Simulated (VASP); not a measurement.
# LiF (Griceite) (Fm-3m) in VASP: notebook

Runs on LiF (Griceite). Level: r2SCAN. Tasks: single point.

All numbers are computed with VASP 6.6.1; they aren't measurements. Logs are shortened: lines on timing, memory, paths and dates and some standing lists are left out, and cuts for length are marked.

## Step 1: The cell of the first run

It takes space group Fm-3m (No. 225, cubic). Conventional cell: a = 3.908 Å, b = 3.908 Å, c = 3.908 Å, α = 90.00°, β = 90.00°, γ = 90.00°. Within 2.6 Å of Li (site symmetry m-3m) lie 6 F at 1.95 Å. Within 2.6 Å of F (site symmetry m-3m) lie 6 Li at 1.95 Å.

## Step 2: Single point, r2SCAN (volume changed by -6%)

POSCAR reads:

```
LiF
1.0
    0.0000000000      1.9541461445      1.9541461445
    1.9541461445      0.0000000000      1.9541461445
    1.9541461445      1.9541461445      0.0000000000
Li F
1 1
Direct
    0.0000000000      0.0000000000      0.0000000000
    0.5000000000      0.5000000000      0.5000000000
```

INCAR.step1 reads:

```
SYSTEM = LiF
ALGO = Normal
EDIFF = 1E-4
ENCUT = 520
GGA = PE
ISMEAR = 0
LASPH = .True.
LCHARG = .False.
LREAL = .False.
LWAVE = .True.
NBANDS = 12
NELM = 60
PREC = Accurate
SIGMA = 0.01
```

INCAR.step2 reads:

```
SYSTEM = LiF
ALGO = Normal
EDIFF = 1E-7
ENCUT = 520
ISIF = 2
ISMEAR = 0
ISTART = 1
LASPH = .True.
LCHARG = .False.
LMIXTAU = .True.
LREAL = .False.
LWAVE = .False.
METAGGA = R2SCAN
NBANDS = 12
NELM = 60
PREC = Accurate
SIGMA = 0.01
```

KPOINTS reads:

```
k-points
0
Gamma
  10 10 10
  0 0 0
```

Potentials or basis: VASP PAW PBE potentials, release 64 (Li_sv, F).

Run with:

```bash
$ cat potpaw_PBE.64/Li_sv/POTCAR potpaw_PBE.64/F/POTCAR > POTCAR
$ cp INCAR.step1 INCAR
$ mpirun -np 1 vasp_std > vasp.out
$ cp INCAR.step2 INCAR
$ mpirun -np 1 vasp_std > vasp.out
```

OUTCAR:

```text
SYSTEM = LiF
   EDIFF = 1E-7
   ENCUT = 520
   ISIF = 2
   ISMEAR = 0
   ISTART = 1
   LASPH = .True.
   LREAL = .False.
   METAGGA = R2SCAN
   NELM = 60
   PREC = Accurate

 ion  position               nearest neighbor table
   1  0.000  0.000  0.000-   2 1.95   2 1.95   2 1.95   2 1.95   2 1.95   2 1.95
   2  0.500  0.500  0.500-   1 1.95   1 1.95   1 1.95   1 1.95   1 1.95   1 1.95

  LATTYP: Found a face centered cubic cell.
 ALAT       =     3.9082922890

  Lattice vectors:

 A1 = (   0.0000000000,   1.9541461445,   1.9541461445)
 A2 = (   1.9541461445,   0.0000000000,   1.9541461445)
 A3 = (   1.9541461445,   1.9541461445,   0.0000000000)

Analysis of symmetry for initial positions (statically):
=====================================================================
 Subroutine PRICEL returns:
 Original cell was already a primitive cell.

 Routine SETGRP: Setting up the symmetry group for a
 face centered cubic supercell.

 Subroutine GETGRP returns: Found 48 space group operations
 (whereof 48 operations were pure point group operations)
 out of a pool of 48 trial point group operations.

The static configuration has the point symmetry O_h .

Analysis of symmetry for dynamics (positions and initial velocities):
=====================================================================
 Subroutine PRICEL returns:
 Original cell was already a primitive cell.

 Routine SETGRP: Setting up the symmetry group for a
 face centered cubic supercell.

 Subroutine GETGRP returns: Found 48 space group operations
 (whereof 48 operations were pure point group operations)
 out of a pool of 48 trial point group operations.

The dynamic configuration has the point symmetry O_h .

 Subroutine INISYM returns: Found 48 space group operations
 (whereof 48 operations are pure point group operations),
 and found     1 'primitive' translations

----------------------------------------------------------------------------------------

                                     Primitive cell

  volume of cell :      14.9245

  direct lattice vectors                    reciprocal lattice vectors
     0.000000000  1.954146144  1.954146144    -0.255866226  0.255866226  0.255866226
     1.954146144  0.000000000  1.954146144     0.255866226 -0.255866226  0.255866226
     1.954146144  1.954146144  0.000000000     0.255866226  0.255866226 -0.255866226

  length of vectors
     2.763579980  2.763579980  2.763579980     0.443173304  0.443173304  0.443173304

  position of ions in fractional coordinates (direct lattice)
     0.000000000  0.000000000  0.000000000
     0.500000000  0.500000000  0.500000000

  ion indices of the primitive-cell ions
   primitive index   ion index
                 1           1
                 2           2

----------------------------------------------------------------------------------------

 KPOINTS: k-points

Automatic generation of k-mesh.
 Grid dimensions read from file:
 generate k-points for:   10   10   10

 Generating k-lattice:

  Cartesian coordinates                     Fractional coordinates (reciprocal lattice)
    -0.025586623  0.025586623  0.025586623     0.100000000  0.000000000  0.000000000
     0.025586623 -0.025586623  0.025586623     0.000000000  0.100000000  0.000000000
     0.025586623  0.025586623 -0.025586623     0.000000000  0.000000000  0.100000000

  Length of vectors
     0.044317330  0.044317330  0.044317330

  Shift w.r.t. Gamma in fractional coordinates (k-lattice)
     0.000000000  0.000000000  0.000000000

 Subroutine IBZKPT returns following result:
 ===========================================

 Found     47 irreducible k-points:

 Following reciprocal coordinates:
            Coordinates               Weight
  0.000000  0.000000  0.000000      1.000000
  0.100000  0.000000  0.000000      8.000000
  0.200000  0.000000  0.000000      8.000000
  0.300000  0.000000  0.000000      8.000000
  0.400000  0.000000  0.000000      8.000000
  0.500000  0.000000  0.000000      4.000000
[... 16 lines left out ...]
  0.300000  0.300000  0.000000      6.000000
  0.400000  0.300000  0.000000     24.000000
 [... further k-points ...]
   k-points           NKPTS =     47   k-points in BZ     NKDIM =     47   number of bands    NBANDS=     12
   number of dos      NEDOS =    301   number of ions     NIONS =      2
   total plane-waves  NPLWV =  13824
   dimension x,y,z NGX =    24 NGY =   24 NGZ =   24
   dimension x,y,z NGXF=    48 NGYF=   48 NGZF=   48
   ions per type =               1   1
   NGX,Y,Z   is equivalent  to a cutoff of  14.44, 14.44, 14.44 a.u.
   NGXF,Y,Z  is equivalent  to a cutoff of  28.87, 28.87, 28.87 a.u.
 SYSTEM =  LiF
   PREC   = accura    normal or accurate (medium, high low for compatibility)
   ISTART =      1    job   : 0-new  1-cont  2-samecut
   ICHARG =      0    charge: 1-file 2-atom 10-const
   ISPIN  =      1    spin polarized calculation?
   LNONCOLLINEAR =      F non collinear calculations
   LSORBIT =      F    spin-orbit coupling
   LASPH  =      T    aspherical Exc in radial PAW
   ENCUT  =  520.0 eV  38.22 Ry    6.18 a.u.   5.14  5.14  5.14*2*pi/ulx,y,z
   NELM   =     60;   NELMIN=  2; NELMDL=  0     # of ELM steps
   EDIFF  = 0.1E-06   stopping-criterion for ELM
   LREAL  =      F    real-space projection
   EDIFFG = 0.1E-05   stopping-criterion for IOM
   NSW    =      0    number of steps for IOM
   IBRION =     -1    ionic relax: 0-MD 1-quasi-New 2-CG
   NFREE  =      0    steps in history (QN), initial steepest desc. (CG)
   ISIF   =      2    stress and relaxation
   ISYM   =      2    0-nonsym 1-usesym 2-fastsym
   POTIM  = 0.5000    time-step for ionic-motion
   TEBEG  =    0.0;   TEEND  =   0.0 temperature during run
   PSTRESS=    0.0 pullay stress
   NELECT =      10.0000    total number of electrons
   NUPDOWN=      -1.0000    fix difference up-down
   EMIN   =  10.00;   EMAX   =-10.00  energy-range for DOS
   EFERMI =   0.00;   METHOD = LEGACY
   ISMEAR =     0;   SIGMA  =   0.01  broadening in eV -4-tet -1-fermi 0-gaus
   EFERMI_NEDOS =   21; number of points for ismear=-14 and -15
   IALGO  =     38    algorithm
   IMIX   =      4    mixing-type and parameters
     AMIX     =   0.40;   BMIX     =  1.00
     AMIX_MAG =   1.60;   BMIX_MAG =  1.00
  volume/ion in A,a.u.               =       7.46        50.36
  Fermi-wavevector in a.u.,A,eV,Ry     =   1.432543  2.707115 27.921613  2.052181
  Thomas-Fermi vector in A             =   2.552159
   LORBIT       =      0    0 simple, 1 ext, 2 COOP (PROOUT), +10 PAW based schemes
   METAGGA = R2SCAN    functional components
   LHFCALC =     F    Hartree Fock is set to
   AEXX    =    0.0000 exact exchange contribution
   IVDW    =     0    specifies the selected vdW correction
   LEPSILON=     F    determine dielectric tensor
   LRPA    =     F    only Hartree local field effects (RPA)
 non-spin polarized calculation
 Gauss-broadening in eV      SIGMA  =   0.01
  energy-cutoff  :      520.00
  volume of cell :       14.92
 maximum number of plane-waves:       411
 NGX is ok and might be reduce to    24
   NGX = 11   NGY = 11   NGZ = 11

 number of electron      10.0000006 magnetization

 Free energy of the ion-electron system (eV)
  ---------------------------------------------------
  ext. energy  EPLUGINS =         0.00000000
  ---------------------------------------------------
  free energy    TOTEN  =       -11.88756253 eV

  energy without entropy =      -11.88756253  energy(sigma->0) =      -11.88756253

 E-fermi :  -0.9232     XC(G=0): -11.0341

 val. band max:       -1.0623903922   @ k =   0.0000   0.0000   0.0000
 cond. band min:      10.1215332719   @ k =   0.0000   0.0000   0.0000
 fundamental gap:     11.1839236641
 Fermi energy:        -0.9232451223

 k-point     1 :       0.0000    0.0000    0.0000
  band No.  band energies     occupation
      1     -42.9675      2.00000
      2     -22.4177      2.00000
      3      -1.0624      2.00000
      4      -1.0624      2.00000
      5      -1.0624      2.00000
      6      10.1215      0.00000
      7      25.3382      0.00000
      8      25.3382      0.00000
      9      25.3382      0.00000
     10      26.3315      0.00000
     11      26.3315      0.00000
     12      26.3317      0.00000

 k-point     2 :       0.1000    0.0000    0.0000
  band No.  band energies     occupation
      1     -42.9593      2.00000
      2     -22.3747      2.00000
      3      -1.3700      2.00000
      4      -1.0903      2.00000
      5      -1.0903      2.00000
      6      10.4004      0.00000
      7      22.4749      0.00000
      8      24.3747      0.00000
      9      24.3748      0.00000
     10      26.9011      0.00000
     11      26.9012      0.00000
     12      27.4420      0.00000

 k-point     3 :       0.2000    0.0000    0.0000
  band No.  band energies     occupation
      1     -42.9381      2.00000
      2     -22.2605      2.00000
      3      -2.1190      2.00000
      4      -1.1618      2.00000
      5      -1.1618      2.00000
      6      10.9872      0.00000
      7      19.8870      0.00000
      8      22.7656      0.00000
      9      22.7658      0.00000
     10      28.1672      0.00000
     11      28.1672      0.00000
     12      28.5424      0.00000
[... 286 lines left out ...]
 k-point    23 :       0.3000    0.3000    0.0000
  band No.  band energies     occupation
      1     -42.8972      2.00000
      2     -21.9448      2.00000
      3      -3.1727      2.00000
      4      -1.8291      2.00000
      5      -1.8291      2.00000
      6      13.3276      0.00000
      7      18.4112      0.00000
      8      20.6776      0.00000
      9      22.0827      0.00000
     10      22.0827      0.00000
     11      36.4917      0.00000
     12      37.4665      0.00000

 k-point    24 :       0.4000    0.3000    0.0000
  band No.  band energies     occupation
      1     -42.8817      2.00000
      2     -21.8162      2.00000
      3      -3.6602      2.00000
      4      -2.0673      2.00000
      5      -1.9429      2.00000
      6      14.1465      0.00000
      7      17.3897      0.00000
      8      20.1942      0.00000
      9      21.8404      0.00000
     10      22.8710      0.00000
     11      36.7842      0.00000
     12      37.0208      0.00000

 [... further k-points ...]
[... 5 lines left out ...]
  --------------------------------------------------------------------------------------
  -------------------------------------------------------------------------------------
  Total        0.4566863      0.4566863      0.4566863      0.0000000     -0.0000000      0.0000000
  in kB       49.0261063     49.0261063     49.0261063      0.0000000     -0.0000000      0.0000000
  external PRESSURE =      49.0261063 kB  Pullay stress =       0.0000000 kB

 VOLUME and BASIS-vectors are now :
 -----------------------------------------------------------------------------
  energy-cutoff  :      520.00
  volume of cell :       14.92
      direct lattice vectors                 reciprocal lattice vectors
     0.000000000  1.954146144  1.954146144    -0.255866226  0.255866226  0.255866226
     1.954146144  0.000000000  1.954146144     0.255866226 -0.255866226  0.255866226
     1.954146144  1.954146144  0.000000000     0.255866226  0.255866226 -0.255866226

 POSITION                                       TOTAL-FORCE (eV/Angst)
 -----------------------------------------------------------------------------------
      0.00000      0.00000      0.00000        -0.000000     -0.000000     -0.000000
      1.95415      1.95415      1.95415         0.000000      0.000000      0.000000
 -----------------------------------------------------------------------------------
    total drift:                               -0.000000     -0.000000      0.000000

  FREE ENERGIE OF THE ION-ELECTRON SYSTEM (eV)
  ---------------------------------------------------
  free  energy   TOTEN  =       -11.8875625287 eV

  energy  without entropy=      -11.8875625287  energy(sigma->0) =      -11.88756253
```

Run time: 23 s. Hardware: 1 thread of Intel Xeon 6975P-C, shared host; peak memory 0.14 GiB.

What came out:

```
Free energy            : -11.8876 eV
Band gap on the k mesh : 11.18 eV, direct
```

Levels at points of the mesh, in eV from the valence-band top:
| k point | band 2 | band 3 | band 4 | band 5 | band 6 | band 7 | band 8 | band 9 |
| --- | --- | --- | --- | --- | --- | --- | --- | --- |
| (0.00, 0.00, 0.00) | -21.36 | 0.00 | 0.00 | 0.00 | 11.18 | 26.40 | 26.40 | 26.40 |
| (0.50, 0.00, 0.00) | -20.88 | -2.77 | -0.28 | -0.28 | 12.36 | 19.30 | 21.20 | 21.20 |
| (0.50, 0.50, 0.00) | -20.55 | -3.42 | -1.15 | -1.15 | 17.00 | 17.89 | 20.34 | 23.10 |

Caveat: the cutoff is under 1.25 times the usual one of these potentials, so pressure, stress and relaxed cells hold a basis-set (Pulay) error; the PAW data sets were made with another functional, which shifts forces and pressure a little. A k mesh can miss the band edges.

## Step 3: Single point, r2SCAN (volume changed by -3%)

POSCAR reads:

```
LiF
1.0
    0.0000000000      1.9747176157      1.9747176157
    1.9747176157      0.0000000000      1.9747176157
    1.9747176157      1.9747176157      0.0000000000
Li F
1 1
Direct
    0.0000000000      0.0000000000      0.0000000000
    0.5000000000      0.5000000000      0.5000000000
```

INCAR.step1 reads:

```
SYSTEM = LiF
PREC = Accurate
ENCUT = 520
ISMEAR = 0
SIGMA = 0.01
LREAL = .False.
LASPH = .True.
NELM = 60
NBANDS = 12
GGA = PE
ALGO = Normal
EDIFF = 1E-4
LWAVE = .True.
LCHARG = .False.
```

INCAR.step2 reads:

```
SYSTEM = LiF
PREC = Accurate
ENCUT = 520
EDIFF = 1E-7
ISMEAR = 0
SIGMA = 0.01
LREAL = .False.
LASPH = .True.
NELM = 60
ALGO = Normal
ISIF = 2
LWAVE = .False.
LCHARG = .False.
METAGGA = R2SCAN
LMIXTAU = .True.
NBANDS = 12
ISTART = 1
```

KPOINTS reads:

```
Automatic mesh
0
Gamma
  10 10 10
  0 0 0
```

Potentials or basis: VASP PAW PBE potentials, release 64 (Li_sv, F).

Run with:

```bash
$ cat potpaw_PBE.64/Li_sv/POTCAR potpaw_PBE.64/F/POTCAR > POTCAR
$ cp INCAR.step1 INCAR
$ mpirun -np 1 vasp_std > vasp.out
$ cp INCAR.step2 INCAR
$ mpirun -np 1 vasp_std > vasp.out
```

It took 29 s on 1 thread of Intel Xeon 6975P-C, shared host; peak memory 0.14 GiB.

It converged, with:

```yaml
Free_energy: -11.8996 eV
Band_gap_on_the_k_mesh: 10.85 eV, direct
```

Levels at points of the mesh, in eV from the valence-band top:
```csv
k point,band 1,band 2,band 3,band 4,band 5,band 6,band 7,band 8,band 9,band 10
"(0.00, 0.00, 0.00)",-41.95,-21.26,0.00,0.00,0.00,10.85,26.08,26.08,26.08,26.93
"(0.50, 0.00, 0.00)",-41.88,-20.81,-2.67,-0.26,-0.26,12.17,18.89,20.94,20.94,33.42
"(0.50, 0.50, 0.00)",-41.86,-20.50,-3.27,-1.10,-1.10,16.66,17.74,19.90,22.69,22.69
```

Caveat: the cutoff is under 1.25 times the usual one of these potentials, so pressure, stress and relaxed cells hold a basis-set (Pulay) error; the PAW data sets were made with another functional, which shifts forces and pressure a little. A k mesh can miss the band edges.
